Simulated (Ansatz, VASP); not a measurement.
Two plane-wave programs on SrO

```
Sr O
1.0
     0.00000    2.57989    2.45503
     2.57989    0.00000    2.45503
     2.57989    2.57989    0.00000
Sr O
1 1
Cartesian
  0.0000 0.0000 0.0000
  2.5799 2.5799 2.4550
```

Change from the starting cell: uniaxial_z strain -4.8%.

Alike in both runs: task single point; functional HSE06; k mesh 6 × 6 × 6; no spin polarisation.

|  | VASP | Ansatz |
| --- | --- | --- |
| version | VASP 6.6.1 | Ansatz 0.2.0 |
| potentials or method | VASP PAW PBE potentials, release 64 (Sr_sv, O) | plane waves, PAW |
| plane-wave cutoff (eV) | 520 | 420 |
| occupations | gaussian, width 0.01 eV | fixed |
| valence electrons in the cell | 16 | 16 |

```tsv
	VASP	Ansatz	Ansatz less VASP
gap on the k mesh at the Fermi level (eV)	4.47	4.53	+0.059
pressure (GPa)	6.0	5.3	-0.69
traceless stress, the component that is largest in VASP (GPa)	6.15	5.83	-0.329
```

Ansatz's warnings: stress exchange threshold loose, stress scf threshold loose.
